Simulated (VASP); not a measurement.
# AlN (P6_3mc) in VASP: settings compared

Aim: see how the results for AlN move with the level of theory and the settings. Levels: RPBE+D4, r2SCAN, BLYP, revPBE. Tasks: single point.

Program: VASP 6.6.1. These are calculated values, not measurements. Logs are shortened: lines on timing, memory, paths and dates and some standing lists are left out, and cuts for length are marked.

**Measured values to compare with.**

“Self-assembly of well-separated AlN nanowires directly on sputtered metallic TiN films”, 2019, arxiv:1910.07391 quotes, for a bulk crystal of AlN at 10 K: band gap 6.034 eV (an exciton energy, a little under the gap).

From “Structural and optical properties of self-assembled AlN nanowires grown on SiO2/Si substrates by molecular beam epitaxy”, 2024, arxiv:2402.00216, for a bulk crystal of AlN at 0 K: band gap 6.0343 eV (an exciton energy, a little under the gap).

The runs below are set against these values where they give the same quantity.

### Step 1. The cell of the first run

Symmetry: P6_3mc, No. 186, hexagonal system. Conventional cell: a = 3.174 Å, b = 3.174 Å, c = 5.079 Å, α = 90.00°, β = 90.00°, γ = 120.00°. Al (site symmetry 3m) has 4 N at 1.93 Å within 2.6 Å. Within 2.6 Å of N (site symmetry 3m) lie 4 Al at 1.93 Å.

### Step 2. Single point, RPBE+D4

The input, INCAR:

```
SYSTEM = AlN
ALGO     = Normal         ! electronic algorithm
EDIFF    = 1E-7           ! SCF threshold, eV
ENCUT    = 520            ! plane-wave cutoff, eV
GGA      = RP             ! functional
ISIF     = 2              ! what is computed and relaxed
ISMEAR   = -1             ! smearing method
IVDW     = 13             ! dispersion correction
LASPH    = .TRUE.         ! aspherical terms in the spheres
LCHARG   = .FALSE.        ! write CHGCAR
LREAL    = .FALSE.        ! projectors in reciprocal space
LWAVE    = .FALSE.        ! write WAVECAR
NBANDS   = 16             ! bands
NELM     = 80             ! most SCF steps
PREC     = Accurate       ! precision mode
SIGMA    = 0.05           ! smearing width, eV
```

The input, KPOINTS:

```
k-points
0
G
  10 10 6
  0 0 0
```

The input, POSCAR:

```
AlN
1.0
    3.1740547162      0.0000000000      0.0000000000
   -1.5870273581      2.7488120173      0.0000000000
    0.0000000000      0.0000000000      5.0786914685
Al N
2 2
Direct
    0.6666666667      0.3333333333      0.5000000000
    0.3333333333      0.6666666667      0.0000000000
    0.6666666667      0.3333333333      0.8800000000
    0.3333333333      0.6666666667      0.3800000000
```

Potentials or basis: VASP PAW PBE potentials, release 64 (Al, N).

The run is started by

```
> cat potpaw_PBE.64/Al/POTCAR potpaw_PBE.64/N/POTCAR > POTCAR
> mpirun -np 1 vasp_std > vasp.out
```

OUTCAR:

```text
SYSTEM = AlN
   EDIFF = 1E-7
   ENCUT = 520
   GGA = RP
   ISIF = 2
   ISMEAR = -1
   IVDW = 13
   LASPH = .TRUE.
   LREAL = .FALSE.
   NELM = 80
   PREC = Accurate

 ion  position               nearest neighbor table
   1  0.667  0.333  0.500-   3 1.93   4 1.93   4 1.93   4 1.93   2 3.13   2 3.13   2 3.13   2 3.13
                             2 3.13   2 3.13
   2  0.333  0.667  0.000-   4 1.93   3 1.93   3 1.93   3 1.93   1 3.13   1 3.13   1 3.13   1 3.13
                             1 3.13   1 3.13
   3  0.667  0.333  0.880-   1 1.93   2 1.93   2 1.93   2 1.93
   4  0.333  0.667  0.380-   2 1.93   1 1.93   1 1.93   1 1.93

  LATTYP: Found a hexagonal cell.
 ALAT       =     3.1740547162
 C/A-ratio  =     1.6000642467

  Lattice vectors:

 A1 = (   3.1740547162,   0.0000000000,   0.0000000000)
 A2 = (  -1.5870273581,   2.7488120173,   0.0000000000)
 A3 = (   0.0000000000,   0.0000000000,   5.0786914685)

Analysis of symmetry for initial positions (statically):
=====================================================================
 Subroutine PRICEL returns:
 Original cell was already a primitive cell.

 Routine SETGRP: Setting up the symmetry group for a
 hexagonal supercell.

 Subroutine GETGRP returns: Found 12 space group operations
 (whereof  6 operations were pure point group operations)
 out of a pool of 24 trial point group operations.

The static configuration has the point symmetry C_3v.
 The point group associated with its full space group is C_6v.

Analysis of symmetry for dynamics (positions and initial velocities):
=====================================================================
 Subroutine PRICEL returns:
 Original cell was already a primitive cell.

 Routine SETGRP: Setting up the symmetry group for a
 hexagonal supercell.

 Subroutine GETGRP returns: Found 12 space group operations
 (whereof  6 operations were pure point group operations)
 out of a pool of 24 trial point group operations.

The dynamic configuration has the point symmetry C_3v.
 The point group associated with its full space group is C_6v.

 Subroutine INISYM returns: Found 12 space group operations
 (whereof  6 operations are pure point group operations),
 and found     1 'primitive' translations

----------------------------------------------------------------------------------------

                                     Primitive cell

  volume of cell :      44.3110

  direct lattice vectors                    reciprocal lattice vectors
     3.174054716  0.000000000  0.000000000     0.315054430  0.181896760  0.000000000
    -1.587027358  2.748812017  0.000000000     0.000000000  0.363793520  0.000000000
     0.000000000  0.000000000  5.078691468     0.000000000  0.000000000  0.196901112

  length of vectors
     3.174054716  3.174054716  5.078691468     0.363793520  0.363793520  0.196901112

  position of ions in fractional coordinates (direct lattice)
     0.666666667  0.333333333  0.500000000
     0.333333333  0.666666667  0.000000000
     0.666666667  0.333333333  0.880000000
     0.333333333  0.666666667  0.380000000

  ion indices of the primitive-cell ions
   primitive index   ion index
                 1           1
                 2           2
                 3           3
                 4           4

----------------------------------------------------------------------------------------

 KPOINTS: k-points

Automatic generation of k-mesh.
 Grid dimensions read from file:
 generate k-points for:   10   10    6

 Generating k-lattice:

  Cartesian coordinates                     Fractional coordinates (reciprocal lattice)
     0.031505443  0.018189676  0.000000000     0.100000000  0.000000000  0.000000000
     0.000000000  0.036379352  0.000000000     0.000000000  0.100000000  0.000000000
     0.000000000  0.000000000  0.032816852     0.000000000  0.000000000  0.166666667

  Length of vectors
     0.036379352  0.036379352  0.032816852

  Shift w.r.t. Gamma in fractional coordinates (k-lattice)
     0.000000000  0.000000000  0.000000000

 Subroutine IBZKPT returns following result:
 ===========================================

 Found     56 irreducible k-points:

 Following reciprocal coordinates:
            Coordinates               Weight
  0.000000  0.000000  0.000000      1.000000
  0.100000 -0.000000  0.000000      6.000000
  0.200000 -0.000000  0.000000      6.000000
  0.300000  0.000000  0.000000      6.000000
  0.400000  0.000000  0.000000      6.000000
  0.500000  0.000000  0.000000      3.000000
[... 16 lines left out ...]
  0.300000  0.100000  0.166667     24.000000
  0.400000  0.100000  0.166667     24.000000
 [... further k-points ...]
   k-points           NKPTS =     56   k-points in BZ     NKDIM =     56   number of bands    NBANDS=     16
   number of dos      NEDOS =    301   number of ions     NIONS =      4
   total plane-waves  NPLWV =  23040
   dimension x,y,z NGX =    24 NGY =   24 NGZ =   40
   dimension x,y,z NGXF=    48 NGYF=   48 NGZF=   80
   ions per type =               2   2
   NGX,Y,Z   is equivalent  to a cutoff of  12.57, 12.57, 13.09 a.u.
   NGXF,Y,Z  is equivalent  to a cutoff of  25.14, 25.14, 26.19 a.u.
 SYSTEM =  AlN
   PREC   = accura    normal or accurate (medium, high low for compatibility)
   ISTART =      0    job   : 0-new  1-cont  2-samecut
   ICHARG =      2    charge: 1-file 2-atom 10-const
   ISPIN  =      1    spin polarized calculation?
   LNONCOLLINEAR =      F non collinear calculations
   LSORBIT =      F    spin-orbit coupling
   LASPH  =      T    aspherical Exc in radial PAW
   ENCUT  =  520.0 eV  38.22 Ry    6.18 a.u.   5.90  5.90  9.44*2*pi/ulx,y,z
   NELM   =     80;   NELMIN=  2; NELMDL= -5     # of ELM steps
   EDIFF  = 0.1E-06   stopping-criterion for ELM
   LREAL  =      F    real-space projection
   EDIFFG = 0.1E-05   stopping-criterion for IOM
   NSW    =      0    number of steps for IOM
   IBRION =     -1    ionic relax: 0-MD 1-quasi-New 2-CG
   NFREE  =      0    steps in history (QN), initial steepest desc. (CG)
   ISIF   =      2    stress and relaxation
   ISYM   =      2    0-nonsym 1-usesym 2-fastsym
   POTIM  = 0.5000    time-step for ionic-motion
   TEBEG  =    0.0;   TEEND  =   0.0 temperature during run
   PSTRESS=    0.0 pullay stress
   NELECT =      16.0000    total number of electrons
   NUPDOWN=      -1.0000    fix difference up-down
   EMIN   =  10.00;   EMAX   =-10.00  energy-range for DOS
   EFERMI =   0.00;   METHOD = LEGACY
   ISMEAR =    -1;   SIGMA  =   0.05  broadening in eV -4-tet -1-fermi 0-gaus
   EFERMI_NEDOS =   21; number of points for ismear=-14 and -15
   IALGO  =     38    algorithm
   IMIX   =      4    mixing-type and parameters
     AMIX     =   0.40;   BMIX     =  1.00
     AMIX_MAG =   1.60;   BMIX_MAG =  1.00
  volume/ion in A,a.u.               =      11.08        74.76
  Fermi-wavevector in a.u.,A,eV,Ry     =   1.165765  2.202977 18.490431  1.359008
  Thomas-Fermi vector in A             =   2.302287
   LORBIT       =      0    0 simple, 1 ext, 2 COOP (PROOUT), +10 PAW based schemes
   GGA     = RP    functional components
   LHFCALC =     F    Hartree Fock is set to
   AEXX    =    0.0000 exact exchange contribution
   IVDW    =    13    specifies the selected vdW correction
   LEPSILON=     F    determine dielectric tensor
   LRPA    =     F    only Hartree local field effects (RPA)
 non-spin polarized calculation
  energy-cutoff  :      520.00
  volume of cell :       44.31
 maximum number of plane-waves:      1208
 NGX is ok and might be reduce to    24
   NGX = 11   NGY = 11   NGZ = 19

 number of electron      16.0000002 magnetization

 Free energy of the ion-electron system (eV)
  ---------------------------------------------------
  ext. energy  EPLUGINS =         0.00000000
  ---------------------------------------------------
  free energy    TOTEN  =       -28.33624948 eV

  energy without entropy =      -28.33624948  energy(sigma->0) =      -28.33624948

 E-fermi :   6.6809     XC(G=0): -10.5236

 val. band max:        5.6906877867   @ k =   0.0000   0.0000   0.0000
 cond. band min:       9.4587836274   @ k =   0.0000   0.0000   0.0000
 fundamental gap:      3.7680958407
 Fermi energy:         6.6808626346

 k-point     1 :       0.0000    0.0000    0.0000
  band No.  band energies     occupation
      1      -9.1702      2.00000
      2      -7.2233      2.00000
      3       0.0024      2.00000
      4       4.8879      2.00000
      5       4.8879      2.00000
      6       5.5228      2.00000
[... 8 lines left out ...]
     15      18.3962      0.00000
     16      18.3962      0.00000

 k-point     2 :       0.1000   -0.0000    0.0000
  band No.  band energies     occupation
      1      -9.0529      2.00000
      2      -7.1587      2.00000
      3       0.1461      2.00000
      4       4.3295      2.00000
      5       4.7339      2.00000
      6       4.9491      2.00000
[... 8 lines left out ...]
     15      18.3848      0.00000
     16      18.4678      0.00000

 k-point     3 :       0.2000   -0.0000    0.0000
  band No.  band energies     occupation
      1      -8.7174      2.00000
      2      -6.9914      2.00000
      3       0.5657      2.00000
      4       3.0767      2.00000
      5       3.8697      2.00000
      6       4.3967      2.00000
[... 8 lines left out ...]
     15      17.5250      0.00000
     16      18.1434      0.00000

 k-point     4 :       0.3000    0.0000    0.0000
  band No.  band energies     occupation
      1      -8.2196      2.00000
      2      -6.8039      2.00000
      3       1.2146      2.00000
      4       1.7922      2.00000
      5       2.8078      2.00000
      6       4.0511      2.00000
[... 8 lines left out ...]
     15      17.2972      0.00000
     16      19.2271      0.00000
[... 324 lines left out ...]
 k-point    22 :       0.2000    0.1000    0.1667
  band No.  band energies     occupation
      1      -8.3229      2.00000
      2      -6.9926      2.00000
      3       1.0591      2.00000
      4       2.5363      2.00000
      5       2.9802      2.00000
      6       4.1286      2.00000
[... 8 lines left out ...]
     15      17.6416      0.00000
     16      18.9958      0.00000

 k-point    23 :       0.3000    0.1000    0.1667
  band No.  band energies     occupation
      1      -7.8102      2.00000
      2      -6.8120      2.00000
      3       1.0237      2.00000
      4       1.8083      2.00000
      5       2.5560      2.00000
      6       3.6835      2.00000
[... 8 lines left out ...]
     15      17.6411      0.00000
     16      19.6198      0.00000

 k-point    24 :       0.4000    0.1000    0.1667
  band No.  band energies     occupation
      1      -7.3718      2.00000
      2      -6.7760      2.00000
      3       0.5540      2.00000
      4       1.4917      2.00000
      5       2.7837      2.00000
      6       3.5228      2.00000
[... 8 lines left out ...]
     15      17.9525      0.00000
     16      20.0545      0.00000

 [... further k-points ...]

------------------------ aborting loop because EDIFF is reached ----------------------------------------

  DFT-D4 for vdW energy calculation

  Edisp (eV):   -2.40232

  FORCE on cell =-STRESS in cart. coord.  units (eV):
  Direction    XX          YY          ZZ          XY          YZ          ZX
  --------------------------------------------------------------------------------------
  -------------------------------------------------------------------------------------
  Total      -3.98837    -3.98837    -3.43738     0.00000     0.00000    -0.00000
  in kB    -144.20965  -144.20965  -124.28750     0.00000     0.00000    -0.00000
  external pressure =     -137.57 kB  Pullay stress =        0.00 kB

 VOLUME and BASIS-vectors are now :
 -----------------------------------------------------------------------------
  energy-cutoff  :      520.00
  volume of cell :       44.31
      direct lattice vectors                 reciprocal lattice vectors
     3.174054716  0.000000000  0.000000000     0.315054430  0.181896760  0.000000000
    -1.587027358  2.748812017  0.000000000     0.000000000  0.363793520  0.000000000
     0.000000000  0.000000000  5.078691468     0.000000000  0.000000000  0.196901112

 POSITION                                       TOTAL-FORCE (eV/Angst)
 -----------------------------------------------------------------------------------
      1.58703      0.91627      2.53935         0.000000     -0.000000     -0.084343
     -0.00000      1.83254      0.00000        -0.000000      0.000000     -0.084343
      1.58703      0.91627      4.46925         0.000000     -0.000000      0.084343
     -0.00000      1.83254      1.92990        -0.000000      0.000000      0.084343
 -----------------------------------------------------------------------------------
    total drift:                               -0.000000      0.000000      0.000218

  FREE ENERGIE OF THE ION-ELECTRON SYSTEM (eV)
  ---------------------------------------------------
  free  energy   TOTEN  =       -30.7385733997 eV

  energy  without entropy=      -30.7385733996  energy(sigma->0) =      -30.73857340
```

Run time: 48 s. Hardware: 1 thread of AMD EPYC 7R13 (Zen 3), shared host; peak memory 0.14 GiB.

Results:

- Free energy: -30.7386 eV
- Pressure: -13.8 GPa
- Largest force: 0.084 eV/Å
- Band gap on the k mesh: 3.77 eV, direct
- Dispersion energy per atom: -0.601 eV

Forces on the atoms (eV/Å):
```
Al   0.000  0.000 -0.084
Al   0.000  0.000 -0.084
N    0.000  0.000  0.084
N    0.000  0.000  0.084
```

Stress tensor (GPa, compression positive):
```
-14.42   0.00   0.00
  0.00 -14.42   0.00
  0.00   0.00 -12.43
```

Caveat: the PAW data sets were made with another functional, which shifts forces and pressure a little. RPBE gaps usually lie below the measured ones, often by a third to a half.

(Continued in part 2 of 3.)
